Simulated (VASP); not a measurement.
# KAl (NaTl type) (Fd-3m) in VASP: single point with PBE

Aim: the single point of KAl (NaTl type) with PBE.

Everything below comes from runs of VASP 6.6.1. Logs are shortened: lines on timing, memory, paths and dates and some standing lists are left out, and cuts for length are marked.

## Step 1: The cell of the first run

It takes space group Fd-3m (No. 227, cubic). The conventional cell has a = 7.693 Å, b = 7.693 Å, c = 7.693 Å, α = 90.00°, β = 90.00°, γ = 90.00°. Within 4.4 Å of K (site symmetry -43m) lie 4 K at 3.33 Å and 10 Al at 3.33 to 3.85 Å. Within 4.4 Å of Al (site symmetry -43m) lie 10 K at 3.33 to 3.85 Å and 4 Al at 3.33 Å.

## Step 2: Single point, PBE

The input, POSCAR:

```
KAl
1.0
    0.0000000000      3.8464473336      3.8464473336
    3.8464473336      0.0000000000      3.8464473336
    3.8464473336      3.8464473336      0.0000000000
K Al
2 2
Direct
    0.1250000000      0.1250000000      0.1250000000
   -0.1250000000     -0.1250000000     -0.1250000000
    0.3750000000      0.3750000000      0.3750000000
   -0.3750000000     -0.3750000000     -0.3750000000
```

The input, INCAR.step1:

```
ALGO = Normal
EDIFF = 1E-6
ENCUT = 520
GGA = PE
ISIF = 2
ISMEAR = -1
LASPH = True
LCHARG = True
LREAL = False
LWAVE = False
NBANDS = 20
NELM = 100
PREC = Accurate
SIGMA = 0.05
```

The input, KPOINTS.step1:

```
k-points
0
Gamma
  7 7 7
```

The input, INCAR.step2:

```
ALGO = Normal
EDIFF = 1E-6
ENCUT = 520
GGA = PE
ICHARG = 11
ISIF = 2
ISMEAR = -5
LASPH = True
LCHARG = False
LORBIT = 11
LREAL = False
LWAVE = False
NBANDS = 20
NEDOS = 1001
NELM = 100
PREC = Accurate
SIGMA = 0.05
```

The input, KPOINTS.step2:

```
k-points
0
Gamma
  11 11 11
```

Potentials or basis: VASP PAW PBE potentials, release 64 (K_sv, Al).

The run is started by

```sh
$ cat potpaw_PBE.64/K_sv/POTCAR potpaw_PBE.64/Al/POTCAR > POTCAR
$ cp INCAR.step1 INCAR
$ cp KPOINTS.step1 KPOINTS
$ mpirun -np 1 vasp_std > vasp.out
$ cp INCAR.step2 INCAR
$ cp KPOINTS.step2 KPOINTS
$ mpirun -np 1 vasp_std > vasp.out
```

OUTCAR:

```text
EDIFF = 1E-6
   ENCUT = 520
   GGA = PE
   ICHARG = 11
   ISIF = 2
   ISMEAR = -5
   LASPH = True
   LORBIT = 11
   LREAL = False
   NELM = 100
   PREC = Accurate

 ion  position               nearest neighbor table
   1  0.125  0.125  0.125-   2 3.33   2 3.33   2 3.33   2 3.33   3 3.33   3 3.33   3 3.33   3 3.33

   2  0.875  0.875  0.875-   4 3.33   4 3.33   4 3.33   1 3.33   4 3.33   1 3.33   1 3.33   1 3.33

   3  0.375  0.375  0.375-   1 3.33   1 3.33   1 3.33   1 3.33   4 3.33   4 3.33   4 3.33   4 3.33

   4  0.625  0.625  0.625-   3 3.33   3 3.33   3 3.33   2 3.33   3 3.33   2 3.33   2 3.33   2 3.33

  LATTYP: Found a face centered cubic cell.
 ALAT       =     7.6928946672

  Lattice vectors:

 A1 = (   0.0000000000,   3.8464473336,   3.8464473336)
 A2 = (   3.8464473336,   0.0000000000,   3.8464473336)
 A3 = (   3.8464473336,   3.8464473336,   0.0000000000)

Analysis of symmetry for initial positions (statically):
=====================================================================
 Subroutine PRICEL returns:
 Original cell was already a primitive cell.

 Routine SETGRP: Setting up the symmetry group for a
 face centered cubic supercell.

 Subroutine GETGRP returns: Found 48 space group operations
 (whereof 12 operations were pure point group operations)
 out of a pool of 48 trial point group operations.

The static configuration has the point symmetry D_3d.
 The point group associated with its full space group is O_h .

Analysis of symmetry for dynamics (positions and initial velocities):
=====================================================================
 Subroutine PRICEL returns:
 Original cell was already a primitive cell.

 Routine SETGRP: Setting up the symmetry group for a
 face centered cubic supercell.

 Subroutine GETGRP returns: Found 48 space group operations
 (whereof 12 operations were pure point group operations)
 out of a pool of 48 trial point group operations.

The dynamic configuration has the point symmetry D_3d.
 The point group associated with its full space group is O_h .

 Subroutine INISYM returns: Found 48 space group operations
 (whereof 12 operations are pure point group operations),
 and found     1 'primitive' translations

----------------------------------------------------------------------------------------

                                     Primitive cell

  volume of cell :     113.8176

  direct lattice vectors                    reciprocal lattice vectors
     0.000000000  3.846447334  3.846447334    -0.129990081  0.129990081  0.129990081
     3.846447334  0.000000000  3.846447334     0.129990081 -0.129990081  0.129990081
     3.846447334  3.846447334  0.000000000     0.129990081  0.129990081 -0.129990081

  length of vectors
     5.439697986  5.439697986  5.439697986     0.225149425  0.225149425  0.225149425

  position of ions in fractional coordinates (direct lattice)
     0.125000000  0.125000000  0.125000000
     0.875000000  0.875000000  0.875000000
     0.375000000  0.375000000  0.375000000
     0.625000000  0.625000000  0.625000000

  ion indices of the primitive-cell ions
   primitive index   ion index
                 1           1
                 2           2
                 3           3
                 4           4

----------------------------------------------------------------------------------------

 KPOINTS: k-points

Automatic generation of k-mesh.
 Grid dimensions read from file:
 generate k-points for:   11   11   11

 Generating k-lattice:

  Cartesian coordinates                     Fractional coordinates (reciprocal lattice)
    -0.011817280  0.011817280  0.011817280     0.090909091  0.000000000  0.000000000
     0.011817280 -0.011817280  0.011817280     0.000000000  0.090909091  0.000000000
     0.011817280  0.011817280 -0.011817280     0.000000000  0.000000000  0.090909091

  Length of vectors
     0.020468130  0.020468130  0.020468130

  Shift w.r.t. Gamma in fractional coordinates (k-lattice)
     0.000000000  0.000000000  0.000000000

 TETIRR: Found    201 inequivalent tetrahedra from     7986

 Subroutine IBZKPT returns following result:
 ===========================================

 Found     56 irreducible k-points:

 Following reciprocal coordinates:
            Coordinates               Weight
  0.000000  0.000000  0.000000      1.000000
  0.090909  0.000000  0.000000      8.000000
  0.181818  0.000000  0.000000      8.000000
  0.272727  0.000000  0.000000      8.000000
  0.363636  0.000000  0.000000      8.000000
  0.454545  0.000000  0.000000      8.000000
[... 16 lines left out ...]
 -0.272727  0.181818  0.000000     24.000000
 -0.181818  0.181818  0.000000     12.000000
 [... further k-points ...]
   k-points           NKPTS =     56   k-points in BZ     NKDIM =     56   number of bands    NBANDS=     20
   number of dos      NEDOS =   1001   number of ions     NIONS =      4
   total plane-waves  NPLWV =  64000
   dimension x,y,z NGX =    40 NGY =   40 NGZ =   40
   dimension x,y,z NGXF=    80 NGYF=   80 NGZF=   80
   ions per type =               2   2
   NGX,Y,Z   is equivalent  to a cutoff of  12.22, 12.22, 12.22 a.u.
   NGXF,Y,Z  is equivalent  to a cutoff of  24.45, 24.45, 24.45 a.u.
 SYSTEM =  unknown system
   PREC   = accura    normal or accurate (medium, high low for compatibility)
   ISTART =      0    job   : 0-new  1-cont  2-samecut
   ICHARG =     11    charge: 1-file 2-atom 10-const
   ISPIN  =      1    spin polarized calculation?
   LNONCOLLINEAR =      F non collinear calculations
   LSORBIT =      F    spin-orbit coupling
   LASPH  =      T    aspherical Exc in radial PAW
   ENCUT  =  520.0 eV  38.22 Ry    6.18 a.u.  10.11 10.11 10.11*2*pi/ulx,y,z
   NELM   =    100;   NELMIN=  2; NELMDL=  0     # of ELM steps
   EDIFF  = 0.1E-05   stopping-criterion for ELM
   LREAL  =      F    real-space projection
   EDIFFG = 0.1E-04   stopping-criterion for IOM
   NSW    =      0    number of steps for IOM
   IBRION =     -1    ionic relax: 0-MD 1-quasi-New 2-CG
   NFREE  =      0    steps in history (QN), initial steepest desc. (CG)
   ISIF   =      2    stress and relaxation
   ISYM   =      2    0-nonsym 1-usesym 2-fastsym
   POTIM  = 0.5000    time-step for ionic-motion
   TEBEG  =    0.0;   TEEND  =   0.0 temperature during run
   PSTRESS=    0.0 pullay stress
   NELECT =      24.0000    total number of electrons
   NUPDOWN=      -1.0000    fix difference up-down
   EMIN   =  10.00;   EMAX   =-10.00  energy-range for DOS
   EFERMI =   0.00;   METHOD = LEGACY
   ISMEAR =    -5;   SIGMA  =   0.05  broadening in eV -4-tet -1-fermi 0-gaus
   EFERMI_NEDOS =   21; number of points for ismear=-14 and -15
   IALGO  =     38    algorithm
   IMIX   =      4    mixing-type and parameters
     AMIX     =   0.40;   BMIX     =  1.00
     AMIX_MAG =   1.60;   BMIX_MAG =  1.00
  volume/ion in A,a.u.               =      28.45       192.02
  Fermi-wavevector in a.u.,A,eV,Ry     =   0.974411  1.841370 12.918413  0.949477
  Thomas-Fermi vector in A             =   2.104868
   LORBIT       =     11    0 simple, 1 ext, 2 COOP (PROOUT), +10 PAW based schemes
   GGA     = PE    functional components
   LHFCALC =     F    Hartree Fock is set to
   AEXX    =    0.0000 exact exchange contribution
   IVDW    =     0    specifies the selected vdW correction
   LEPSILON=     F    determine dielectric tensor
   LRPA    =     F    only Hartree local field effects (RPA)
 non-spin polarized calculation
 Fermi weights with tetrahedron method with Bloechl corrections
  energy-cutoff  :      520.00
  volume of cell :      113.82
 maximum number of plane-waves:      3119

 number of electron      23.9999999 magnetization

 Free energy of the ion-electron system (eV)
  ---------------------------------------------------
  ext. energy  EPLUGINS =         0.00000000
  ---------------------------------------------------
  free energy    TOTEN  =        -8.28736881 eV

  energy without entropy =       -8.28736881  energy(sigma->0) =       -8.28736881

 E-fermi :   2.8480     XC(G=0):  -8.3890

 val. band max:        2.8590508044   @ k =   0.0000   0.0000   0.0000
 cond. band min:       2.8398151132   @ k =   0.4545   0.0000   0.0000
 fundamental gap:     -0.0192356912
 Fermi energy:         2.8480189599

 k-point     1 :       0.0000    0.0000    0.0000
  band No.  band energies     occupation
      1     -28.5422      2.00000
      2     -28.3725      2.00000
      3     -12.1830      2.00000
      4     -12.1830      2.00000
      5     -12.1830      2.00000
      6     -11.8375      2.00000
[... 12 lines left out ...]
     19       7.5630      0.00000
     20       8.7625      0.00000

 k-point     2 :       0.0909    0.0000    0.0000
  band No.  band energies     occupation
      1     -28.5397      2.00000
      2     -28.3750      2.00000
      3     -12.1881      2.00000
      4     -12.1881      2.00000
      5     -12.1863      2.00000
      6     -11.8378      2.00000
[... 12 lines left out ...]
     19       7.7998      0.00000
     20       8.6977      0.00000

 k-point     3 :       0.1818    0.0000    0.0000
  band No.  band energies     occupation
      1     -28.5323      2.00000
      2     -28.3824      2.00000
      3     -12.2012      2.00000
      4     -12.2012      2.00000
      5     -12.1964      2.00000
      6     -11.8374      2.00000
[... 12 lines left out ...]
     19       8.0956      0.00000
     20       8.6071      0.00000

 k-point     4 :       0.2727    0.0000    0.0000
  band No.  band energies     occupation
      1     -28.5215      2.00000
      2     -28.3932      2.00000
      3     -12.2170      2.00000
      4     -12.2170      2.00000
      5     -12.2117      2.00000
      6     -11.8344      2.00000
[... 12 lines left out ...]
     19       7.4765      0.00000
     20       8.7604      0.00000

 k-point     5 :       0.3636    0.0000    0.0000
  band No.  band energies     occupation
      1     -28.5096      2.00000
      2     -28.4051      2.00000
      3     -12.2306      2.00000
      4     -12.2306      2.00000
      5     -12.2275      2.00000
      6     -11.8295      2.00000
[... 12 lines left out ...]
     19       6.9705      0.00000
     20       8.7808      0.00000

 k-point     6 :       0.4545    0.0000    0.0000
  band No.  band energies     occupation
      1     -28.5010      2.00000
      2     -28.4137      2.00000
      3     -12.2383      2.00000
      4     -12.2383      2.00000
      5     -12.2375      2.00000
      6     -11.8257      2.00000
[... 12 lines left out ...]
     19       7.9005      0.00000
     20       8.5321      0.00000

 k-point     7 :       0.0909    0.0909    0.0000
  band No.  band energies     occupation
      1     -28.5388      2.00000
      2     -28.3759      2.00000
      3     -12.1947      2.00000
      4     -12.1947      2.00000
      5     -12.1770      2.00000
      6     -11.8477      2.00000
[... 12 lines left out ...]
     19       7.8778      0.00000
     20       8.6399      0.00000
[... 277 lines left out ...]
 k-point    20 :       0.4545    0.1818    0.0000
  band No.  band energies     occupation
      1     -28.4972      2.00000
      2     -28.4175      2.00000
      3     -12.2887      2.00000
      4     -12.2582      2.00000
      5     -12.1475      2.00000
      6     -11.8970      2.00000
[... 12 lines left out ...]
     19       7.9059      0.00000
     20       8.1619      0.00000

 k-point    21 :      -0.4545    0.1818    0.0000
  band No.  band energies     occupation
      1     -28.4910      2.00000
      2     -28.4238      2.00000
      3     -12.3013      2.00000
      4     -12.2562      2.00000
      5     -12.1510      2.00000
      6     -11.8927      2.00000
[... 12 lines left out ...]
     19       7.5837      0.00000
     20       8.3860      0.00000

 k-point    22 :      -0.3636    0.1818    0.0000
  band No.  band energies     occupation
      1     -28.4948      2.00000
      2     -28.4199      2.00000
      3     -12.3006      2.00000
      4     -12.2466      2.00000
      5     -12.1568      2.00000
      6     -11.8857      2.00000
[... 12 lines left out ...]
     19       7.4918      0.00000
     20       8.0422      0.00000

 k-point    23 :      -0.2727    0.1818    0.0000
  band No.  band energies     occupation
      1     -28.5056      2.00000
      2     -28.4091      2.00000
      3     -12.2862      2.00000
      4     -12.2317      2.00000
      5     -12.1648      2.00000
      6     -11.8761      2.00000
[... 12 lines left out ...]
     19       7.7432      0.00000
     20       7.8860      0.00000

 k-point    24 :      -0.1818    0.1818    0.0000
  band No.  band energies     occupation
      1     -28.5174      2.00000
      2     -28.3973      2.00000
      3     -12.2609      2.00000
      4     -12.2158      2.00000
      5     -12.1751      2.00000
      6     -11.8634      2.00000
[... 12 lines left out ...]
     19       7.8462      0.00000
     20       8.2358      0.00000

 [... further k-points ...]
[... 5 lines left out ...]
  --------------------------------------------------------------------------------------
  -------------------------------------------------------------------------------------
  Total       -0.0287537     -0.0287537     -0.0287537      0.0000000     -0.0000000      0.0000000
  in kB       -0.4047581     -0.4047581     -0.4047581      0.0000000     -0.0000000      0.0000000
  external PRESSURE =      -0.4047581 kB  Pullay stress =       0.0000000 kB

 VOLUME and BASIS-vectors are now :
 -----------------------------------------------------------------------------
  energy-cutoff  :      520.00
  volume of cell :      113.82
      direct lattice vectors                 reciprocal lattice vectors
     0.000000000  3.846447334  3.846447334    -0.129990081  0.129990081  0.129990081
     3.846447334  0.000000000  3.846447334     0.129990081 -0.129990081  0.129990081
     3.846447334  3.846447334  0.000000000     0.129990081  0.129990081 -0.129990081

 POSITION                                       TOTAL-FORCE (eV/Angst)
 -----------------------------------------------------------------------------------
      0.96161      0.96161      0.96161         0.000000     -0.000000     -0.000000
      6.73128      6.73128      6.73128         0.000000      0.000000      0.000000
      2.88484      2.88484      2.88484        -0.000000      0.000000     -0.000000
      4.80806      4.80806      4.80806        -0.000000     -0.000000      0.000000
 -----------------------------------------------------------------------------------
    total drift:                                0.000000      0.000000     -0.000000

  FREE ENERGIE OF THE ION-ELECTRON SYSTEM (eV)
  ---------------------------------------------------
  free  energy   TOTEN  =        -8.2873688081 eV

  energy  without entropy=       -8.2873688081  energy(sigma->0) =       -8.28736881

 total charge

# of ion       s       p       d       tot
------------------------------------------
    1        1.975   5.574   0.054   7.603
    2        1.975   5.574   0.054   7.603
    3        0.469   0.276   0.000   0.745
    4        0.469   0.276   0.000   0.745
--------------------------------------------------
tot          4.888  11.700   0.108  16.696
```

It took 1.8 min on 1 thread of Intel Xeon 8259CL, shared host; peak memory 0.29 GiB.

Results:

* Valence electrons inside the program's atomic spheres: K 7.60; Al 0.74

Levels at points of the mesh, in eV from the Fermi level:
| k point | band 9 | band 10 | band 11 | band 12 | band 13 | band 14 | band 15 | band 16 |
| --- | --- | --- | --- | --- | --- | --- | --- | --- |
| (0.00, 0.00, 0.00) | -6.47 | -0.83 | 0.01 | 0.01 | 0.01 | 1.09 | 1.09 | 1.09 |

Caveat: tetrahedron occupations give inexact forces and stress in metals.
